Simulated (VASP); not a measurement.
Set up this calculation in VASP 6.6.1, as the native input.

```yaml
Task: single point
Functional: PBE
Dispersion: D3(BJ)
Potentials_or_basis: VASP PAW PBE potentials, release 64 (Al, N)
Cutoff: 600 eV
k_mesh: 8 × 8 × 8
Occupations: gaussian, width 0.1 eV
Spin: no spin polarisation
Dipole_correction: no
Further_INCAR_settings: ALGO = Normal; EDIFF = 1e-06; NBANDS = 11
```

The structure of AlN lies in POSCAR:

```
AlN
1.0
    0.0000000000      2.1839935600      2.1839935600
    2.1839935600      0.0000000000      2.1839935600
    2.1839935600      2.1839935600      0.0000000000
Al N
1 1
Direct
    0.0000000000      0.0000000000      0.0000000000
    0.2500000000      0.2500000000      0.2500000000
```

These files were run (other wordings do the same):

INCAR

```
SYSTEM = AlN
ALGO = Normal
EDIFF = 1E-6
ENCUT = 600
GGA = PE
GGA_COMPAT = .False.
ISIF = 2
ISMEAR = 0
IVDW = 12
LASPH = .True.
LCHARG = .False.
LREAL = .False.
LWAVE = .False.
NBANDS = 11
NELM = 120
PREC = Accurate
SIGMA = 0.1
```

KPOINTS

```
k-points
0
Gamma
  8 8 8
  0 0 0
```

Potentials or basis: VASP PAW PBE potentials, release 64 (Al, N).

Command:

```bash
$ cat potpaw_PBE.64/Al/POTCAR potpaw_PBE.64/N/POTCAR > POTCAR
$ mpirun -np 1 vasp_std > vasp.out
```

It gave:

```json
{
  "Pressure": "0.2 GPa",
  "Band gap on the k mesh": "3.32 eV (least direct gap 4.20 eV)",
  "Dispersion energy per atom": "-0.270 eV"
}
```

Run time: 14 s on 1 thread of Intel Xeon 8259CL, with other jobs on the host, peak memory 0.16 GiB.
